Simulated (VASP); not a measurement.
# SiO (Pm-3m) in VASP: further runs

SiO is run at these levels: PBEsol; tasks: single point.

Program: VASP 6.6.1. These are calculated values, not measurements. Logs are shortened: lines on timing, memory, paths and dates and some standing lists are left out, and cuts for length are marked.

## (1) The cell of the first run

It takes space group Pm-3m (No. 221, cubic). The conventional cell has a = 2.760 Å, b = 2.760 Å, c = 2.760 Å, α = 90.00°, β = 90.00°, γ = 90.00°. Si (site symmetry m-3m) has 8 O at 2.39 Å and 6 Si at 2.76 Å within 3.2 Å. Within 3.2 Å of O (site symmetry m-3m) lie 8 Si at 2.39 Å and 6 O at 2.76 Å.

## (2) Single point, PBEsol

File INCAR:

```
PREC = Accurate ; ENCUT = 520
EDIFF = 1E-6 ; ISMEAR = -1
SIGMA = 0.05 ; LREAL = F
LASPH = T ; NELM = 80
ALGO = Normal ; ISIF = 2
LWAVE = F ; LCHARG = F
GGA = PS ; NBANDS = 12
```

File KPOINTS:

```
Automatic mesh
0
Gamma
  9 9 9
```

File POSCAR:

```
SiO
1.0
    2.7599320683      0.0000000000      0.0000000000
    0.0000000000      2.7599320683      0.0000000000
    0.0000000000      0.0000000000      2.7599320683
Si O
1 1
Direct
    0.0000000000      0.0000000000      0.0000000000
    0.5000000000      0.5000000000      0.5000000000
```

Potentials or basis: VASP PAW PBE potentials, release 64 (Si, O).

Started as:

```sh
> cat potpaw_PBE.64/Si/POTCAR potpaw_PBE.64/O/POTCAR > POTCAR
> mpirun -np 1 vasp_std > vasp.out
```

OUTCAR:

```text
PREC = Accurate
   ENCUT = 520
   EDIFF = 1E-6
   ISMEAR = -1
   LREAL = F
   LASPH = T
   NELM = 80
   ISIF = 2
   GGA = PS

 ion  position               nearest neighbor table
   1  0.000  0.000  0.000-   2 2.39   2 2.39   2 2.39   2 2.39   2 2.39   2 2.39   2 2.39   2 2.39

   2  0.500  0.500  0.500-   1 2.39   1 2.39   1 2.39   1 2.39   1 2.39   1 2.39   1 2.39   1 2.39

  LATTYP: Found a simple cubic cell.
 ALAT       =     2.7599320683

  Lattice vectors:

 A1 = (   2.7599320683,   0.0000000000,   0.0000000000)
 A2 = (   0.0000000000,   2.7599320683,   0.0000000000)
 A3 = (   0.0000000000,   0.0000000000,   2.7599320683)

Analysis of symmetry for initial positions (statically):
=====================================================================
 Subroutine PRICEL returns:
 Original cell was already a primitive cell.

 Routine SETGRP: Setting up the symmetry group for a
 simple cubic supercell.

 Subroutine GETGRP returns: Found 48 space group operations
 (whereof 48 operations were pure point group operations)
 out of a pool of 48 trial point group operations.

The static configuration has the point symmetry O_h .

Analysis of symmetry for dynamics (positions and initial velocities):
=====================================================================
 Subroutine PRICEL returns:
 Original cell was already a primitive cell.

 Routine SETGRP: Setting up the symmetry group for a
 simple cubic supercell.

 Subroutine GETGRP returns: Found 48 space group operations
 (whereof 48 operations were pure point group operations)
 out of a pool of 48 trial point group operations.

The dynamic configuration has the point symmetry O_h .

 Subroutine INISYM returns: Found 48 space group operations
 (whereof 48 operations are pure point group operations),
 and found     1 'primitive' translations

----------------------------------------------------------------------------------------

                                     Primitive cell

  volume of cell :      21.0230

  direct lattice vectors                    reciprocal lattice vectors
     2.759932068  0.000000000  0.000000000     0.362327759  0.000000000  0.000000000
     0.000000000  2.759932068  0.000000000     0.000000000  0.362327759  0.000000000
     0.000000000  0.000000000  2.759932068     0.000000000  0.000000000  0.362327759

  length of vectors
     2.759932068  2.759932068  2.759932068     0.362327759  0.362327759  0.362327759

  position of ions in fractional coordinates (direct lattice)
     0.000000000  0.000000000  0.000000000
     0.500000000  0.500000000  0.500000000

  ion indices of the primitive-cell ions
   primitive index   ion index
[... 82 lines left out ...]
   POTIM  = 0.5000    time-step for ionic-motion
   TEBEG  =    0.0;   TEEND  =   0.0 temperature during run
   PSTRESS=    0.0 pullay stress
   NELECT =      10.0000    total number of electrons
   NUPDOWN=      -1.0000    fix difference up-down
   EMIN   =  10.00;   EMAX   =-10.00  energy-range for DOS
   EFERMI =   0.00;   METHOD = LEGACY
   ISMEAR =    -1;   SIGMA  =   0.05  broadening in eV -4-tet -1-fermi 0-gaus
   EFERMI_NEDOS =   21; number of points for ismear=-14 and -15
   IALGO  =     38    algorithm
   IMIX   =      4    mixing-type and parameters
     AMIX     =   0.40;   BMIX     =  1.00
     AMIX_MAG =   1.60;   BMIX_MAG =  1.00
  volume/ion in A,a.u.               =      10.51        70.94
  Fermi-wavevector in a.u.,A,eV,Ry     =   1.277938  2.414953 22.220021  1.633125
  Thomas-Fermi vector in A             =   2.410509
   LORBIT       =      0    0 simple, 1 ext, 2 COOP (PROOUT), +10 PAW based schemes
   GGA     = PS    functional components
   LHFCALC =     F    Hartree Fock is set to
   AEXX    =    0.0000 exact exchange contribution
   IVDW    =     0    specifies the selected vdW correction
   LEPSILON=     F    determine dielectric tensor
   LRPA    =     F    only Hartree local field effects (RPA)
 non-spin polarized calculation
  energy-cutoff  :      520.00
  volume of cell :       21.02
 maximum number of plane-waves:       587
 NGX is ok and might be reduce to    24
   NGX = 11   NGY = 11   NGZ = 11

 number of electron      10.0000000 magnetization

 number of electron       9.9999996 magnetization

 Free energy of the ion-electron system (eV)
  ---------------------------------------------------
  ext. energy  EPLUGINS =         0.00000000
  ---------------------------------------------------
  free energy    TOTEN  =       -11.23040118 eV

  energy without entropy =      -11.22701189  energy(sigma->0) =      -11.22870654

 E-fermi :   8.7979     XC(G=0): -11.8349

 val. band max:        8.5873046957   @ k =   0.2222   0.2222   0.2222
 cond. band min:       8.8744753315   @ k =   0.4444   0.1111   0.1111
 fundamental gap:      0.2871706358
 Fermi energy:         8.7978903575

 k-point     1 :       0.0000    0.0000    0.0000
  band No.  band energies     occupation
      1     -11.6316      2.00000
      2       1.9408      2.00000
      3       5.1661      2.00000
      4       5.1661      2.00000
      5       5.1661      2.00000
      6      14.4697      0.00000
      7      14.4697      0.00000
      8      17.2850      0.00000
      9      17.2850      0.00000
     10      17.2850      0.00000
     11      28.2383      0.00000
     12      28.2383      0.00000
[... 331 lines left out ...]
 k-point    24 :       0.4444    0.3333    0.1111
  band No.  band energies     occupation
      1      -9.6166      2.00000
      2      -0.1479      2.00000
      3       1.9882      2.00000
      4       5.8146      2.00000
      5       6.0531      2.00000
      6      11.4330      0.00000
      7      12.2005      0.00000
      8      16.3608      0.00000
      9      19.0267      0.00000
     10      22.2663      0.00000
     11      23.1492      0.00000
     12      24.3954      0.00000

 [... further k-points ...]
[... 5 lines left out ...]
  --------------------------------------------------------------------------------------
  -------------------------------------------------------------------------------------
  Total        0.2701049      0.2701049      0.2701049     -0.0000000     -0.0000000     -0.0000000
  in kB       20.5848594     20.5848594     20.5848594     -0.0000000     -0.0000000     -0.0000000
  external PRESSURE =      20.5848594 kB  Pullay stress =       0.0000000 kB

 VOLUME and BASIS-vectors are now :
 -----------------------------------------------------------------------------
  energy-cutoff  :      520.00
  volume of cell :       21.02
      direct lattice vectors                 reciprocal lattice vectors
     2.759932068  0.000000000  0.000000000     0.362327759  0.000000000  0.000000000
     0.000000000  2.759932068  0.000000000     0.000000000  0.362327759  0.000000000
     0.000000000  0.000000000  2.759932068     0.000000000  0.000000000  0.362327759

 POSITION                                       TOTAL-FORCE (eV/Angst)
 -----------------------------------------------------------------------------------
      0.00000      0.00000      0.00000         0.000000      0.000000      0.000000
      1.37997      1.37997      1.37997         0.000000      0.000000      0.000000
 -----------------------------------------------------------------------------------
    total drift:                                0.000000     -0.000000     -0.000000

  FREE ENERGIE OF THE ION-ELECTRON SYSTEM (eV)
  ---------------------------------------------------
  free  energy   TOTEN  =       -11.2304011844 eV

  energy  without entropy=      -11.2270118921  energy(sigma->0) =      -11.22870654
```

Run time: 3 s. Hardware: 1 thread of Intel Xeon 6975P-C (Granite Rapids), shared host; peak memory 0.13 GiB.

What came out:

| Quantity | Value |
| --- | --- |
| Free energy | -11.2304 eV |
| Pressure | 2.1 GPa |
| Band gap on the k mesh | zero (band 5 reaches 8.87 eV, above the bottom of band 6 at 8.05 eV) |

Caveat: the PAW data sets were made with another functional, which shifts forces and pressure a little.

## (3) Single point, PBEsol

This run uses another cell than the first one, of 10.31 Å³/atom, 0.980 times its volume.

File INCAR:

```
  PREC = Accurate
  ENCUT = 520
  EDIFF = 1E-6
  ISMEAR = -1
  SIGMA = 0.05
  LREAL = False
  LASPH = True
  NELM = 100
  ALGO = Normal
  ISIF = 2
  LWAVE = False
  LCHARG = False
  GGA = PS
  NBANDS = 12
```

KPOINTS is that of step 2.

File POSCAR:

```
SiO
1.0
    2.7417626972      0.0000000000      0.0000000000
    0.0000000000      2.7417626972      0.0000000000
    0.0000000000      0.0000000000      2.7417626972
Si O
1 1
Direct
    0.0000000000      0.0000000000      0.0000000000
    0.5000000000      0.5000000000      0.5000000000
```

Potentials or basis: VASP PAW PBE potentials, release 64 (Si, O).

Started as:

```sh
> cat potpaw_PBE.64/Si/POTCAR potpaw_PBE.64/O/POTCAR > POTCAR
> mpirun -np 1 vasp_std > vasp.out
```

Wall time 3.1 s (1 thread of Intel Xeon 6975P-C (Granite Rapids), shared host); peak memory 0.12 GiB.

It converged, with:

- Free energy: -11.2209 eV
- Pressure: 5.1 GPa
- Band gap on the k mesh: zero (band 5 reaches 9.20 eV, above the bottom of band 6 at 8.29 eV)

Levels at points of the mesh, in eV from the Fermi level:
```
           k point  band 2  band 3  band 4  band 5  band 6  band 7  band 8  band 9
(0.00, 0.00, 0.00)   -6.81   -3.73   -3.73   -3.73    5.62    5.62    8.66    8.66
```

Caveat: the PAW data sets were made with another functional, which shifts forces and pressure a little.
